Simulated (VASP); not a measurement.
# Ge2Sb2O: relaxation of cell and atoms with PBE

Crystal: Ge2Sb2O.

```
Ge Sb O
1.0
     4.12244    0.00000    0.00000
    -2.06122    3.57014    0.00000
     0.00000    0.00000    6.74456
Ge Sb O
2 2 1
Direct
  0.66667 0.33333 0.39028
  0.33333 0.66667 0.60972
  0.66667 0.33333 0.77531
  0.33333 0.66667 0.22469
  0.00000 0.00000 0.00000
```

The cell was built from a structure type or drawn by symmetry, and may not be a known phase.

- Program: VASP 6.6.1
- Task: relaxation of cell and atoms
- Functional: PBE
- Potentials or basis: VASP PAW PBE potentials, release 64 (Ge_d, Sb, O)
- Cutoff: 600 eV
- k mesh: 6 × 6 × 4
- Occupations: gaussian, width 0.1 eV
- Spin: no spin polarisation
- Dipole correction: no
- Further INCAR settings: ALGO = Normal; EDIFF = 1e-07; IBRION = 2; EDIFFG = -0.04; NSW = 90; ISIF = 3

The relaxed volume is 20.37 Å³/atom and the relaxed cell is a = 3.847 Å, b = 3.847 Å, c = 7.946 Å, α = 90.00°, β = 90.00°, γ = 120.00°. The space group after relaxing (to 0.1 Å) is P-3m1 (No. 164). The energy gained by relaxing is 365.4 meV/atom and the ionic steps are 19. The pressure after relaxing is 0.1 GPa. The largest force after relaxing is 0.013 eV/Å and the band gap on the k mesh is zero (bands 22 and 23 overlap by 1.63 eV).

Forces in eV/Å, atoms in the order of the input:
```
Ge   0.000  0.000 -0.007
Ge   0.000  0.000  0.007
Sb   0.000  0.000  0.013
Sb   0.000  0.000 -0.013
O    0.000  0.000  0.000
```

Step by step:
```
step  energy change (eV)  largest force (eV/Å)  pressure (GPa)  volume (Å³)
   1              0.0000                3.8923           13.29        99.26
   2             -0.9996                0.1773           -7.32       124.59
   3             -1.1950                0.9533           -3.07       115.48
   4             -1.4381                0.8269           -1.81       110.36
   5             -1.4993                0.9618            6.93        95.49
   6             -1.6246                0.5728            1.65       102.52
   7             -1.6293                0.6544            2.30       101.43
   8             -1.7171                0.5684           -0.22       103.24
   9             -1.7227                0.5791           -0.64       103.60
  10             -1.7230                0.5594           -1.38       104.31
  11             -1.7782                0.4355            0.27       101.58
  12             -1.7831                0.3660            0.93       100.67
  13             -1.8156                0.2298           -0.16       102.13
  14             -1.8181                0.2067           -0.47       102.69
  15             -1.8226                0.0796            0.46       101.48
  16             -1.8228                0.1052            0.29       101.70
  17             -1.8257                0.0463           -0.04       102.09
  18             -1.8259                0.0394           -0.19       102.29
  19             -1.8269                0.0133            0.07       101.85
```

Final structure:
```cif
data_structure
_symmetry_space_group_name_H-M 'P 1'
_symmetry_Int_Tables_number 1
_cell_length_a 3.8473
_cell_length_b 3.8473
_cell_length_c 7.9456
_cell_angle_alpha 90.000
_cell_angle_beta 90.000
_cell_angle_gamma 120.000
_cell_volume 101.85
loop_
_atom_site_label
_atom_site_type_symbol
_atom_site_fract_x
_atom_site_fract_y
_atom_site_fract_z
_atom_site_occupancy
Ge1 Ge 0.66667 0.33333 0.40778 1
Ge2 Ge 0.33333 0.66667 0.59222 1
Sb1 Sb 0.66667 0.33333 0.83056 1
Sb2 Sb 0.33333 0.66667 0.16944 1
O1 O 0.00000 0.00000 0.00000 1
```

Levels at points of the mesh, in eV from the Fermi level:
```tsv
k point	band 19	band 20	band 21	band 22	band 23	band 24	band 25	band 26
(0.00, 0.00, 0.00)	-1.75	-0.51	-0.51	1.41	1.81	1.93	1.93	2.54
(0.50, 0.00, 0.00)	-3.35	-2.05	-1.78	-1.04	-0.22	1.46	1.53	2.90
(0.00, 0.00, 0.50)	-0.32	-0.19	-0.19	0.56	0.56	0.76	3.18	3.18
(0.50, 0.00, 0.50)	-4.02	-2.15	-1.47	-1.00	0.22	0.59	1.40	2.42
```

Run time: 15 min on 1 thread of Intel(R) Xeon(R) Platinum 8488C (Sapphire Rapids) (shared host), peak memory 0.31 GiB.

Caveat: a cell axis changed by over 15 % at a fixed basis, so the end point is rough; spin-orbit coupling is left out, which moves the levels of the heavy elements.
